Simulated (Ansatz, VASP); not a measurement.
One calculation of Al6H, two programs

File INCAR:

```
PREC = Accurate
ENCUT = 520
EDIFF = 1E-6
ISMEAR = 0
SIGMA = 0.1
LREAL = False
LASPH = True
NELM = 100
ALGO = Normal
ISIF = 2
LWAVE = False
LCHARG = False
LDIPOL = True
IDIPOL = 3
DIPOL = 0.5 0.5 0.302
GGA = PE
NBANDS = 32
```

Contents of KPOINTS:

```
regular mesh
0
Gamma
  6 6 1
```

The input POSCAR:

```
Al6H
1.0
    5.7143028096      0.0000000000      0.0000000000
   -2.8571514048      4.9487313980      0.0000000000
    0.0000000000      0.0000000000     22.6016424636
Al H
12 2
Direct
    0.3333333333      0.1666666667      0.1769782885
    0.3333333333      0.6666666667      0.1769782885
    0.8333333333      0.1666666667      0.1769782885
    0.8333333333      0.6666666667      0.1769782885
    0.1666666667      0.3333333333      0.2787817904
    0.1666666667      0.8333333333      0.2787817904
    0.6666666667      0.3333333333      0.2787817904
    0.6666666667      0.8333333333      0.2787817904
    0.0000000000      0.0000000000      0.3805759903
    0.0000000000      0.5000000000      0.3805759903
    0.5000000000      0.0000000000      0.3805759903
    0.5000000000      0.5000000000      0.3805759903
    0.1744755939      0.3489511877      0.4429608370
    0.3255244061      0.6510488123      0.4429608370
```

Input for Ansatz:

```yaml
crystal:
  lattice:
    - [5.7143028096, 0.0, 0.0]
    - [-2.8571514048, 4.948731398, 0.0]
    - [0.0, 0.0, 22.6016424636]
  atoms:
    - { symbol: Al, position: [0.3333333333, 0.1666666667, 0.1769782885] }
    - { symbol: Al, position: [0.3333333333, 0.6666666667, 0.1769782885] }
    - { symbol: Al, position: [0.8333333333, 0.1666666667, 0.1769782885] }
    - { symbol: Al, position: [0.8333333333, 0.6666666667, 0.1769782885] }
    - { symbol: Al, position: [0.1666666667, 0.3333333333, 0.2787817904] }
    - { symbol: Al, position: [0.1666666667, 0.8333333333, 0.2787817904] }
    - { symbol: Al, position: [0.6666666667, 0.3333333333, 0.2787817904] }
    - { symbol: Al, position: [0.6666666667, 0.8333333333, 0.2787817904] }
    - { symbol: Al, position: [0.0, 0.0, 0.3805759903] }
    - { symbol: Al, position: [0.0, 0.5, 0.3805759903] }
    - { symbol: Al, position: [0.5, 0.0, 0.3805759903] }
    - { symbol: Al, position: [0.5, 0.5, 0.3805759903] }
    - { symbol: H, position: [0.1744755939, 0.3489511877, 0.442960837] }
    - { symbol: H, position: [0.3255244061, 0.6510488123, 0.442960837] }
basis:
  ecutwfc: 420
kpoints:
  mp_grid: { grid: [6, 6, 1] }
hamiltonian:
  xc: pbe
scf:
  occupations: { method: gaussian, width: 0.1 }
output:
  forces: true
  eigenvalues: true
efield:
  axis: 3
  dipole_correction: true
  ramp_width: 0.04
```

Alike in both runs: task single point; functional PBE; k mesh 6 × 6 × 1; occupations gaussian, width 0.1 eV; no spin polarisation.

```csv
,VASP,Ansatz
version,VASP 6.6.1,Ansatz 0.2.0
potentials or method,"VASP PAW PBE potentials, release 64 (Al, H), cutoff 520 eV","scalar-relativistic, plane waves, PAW"
valence electrons in the cell,38,38
```

```tsv
	VASP	Ansatz	Ansatz less VASP
gap on the k mesh at the Fermi level (eV)	none	none	-
rms of the force components (eV/Å)	0.227	0.227	+0.0002
```

Atom by atom the forces differ by 0.001 eV/Å (rms over components). A gap of «none» marks a metal or a gap that the smearing closes. The functional is the same, so the differences come from potentials, cutoffs and numerics.
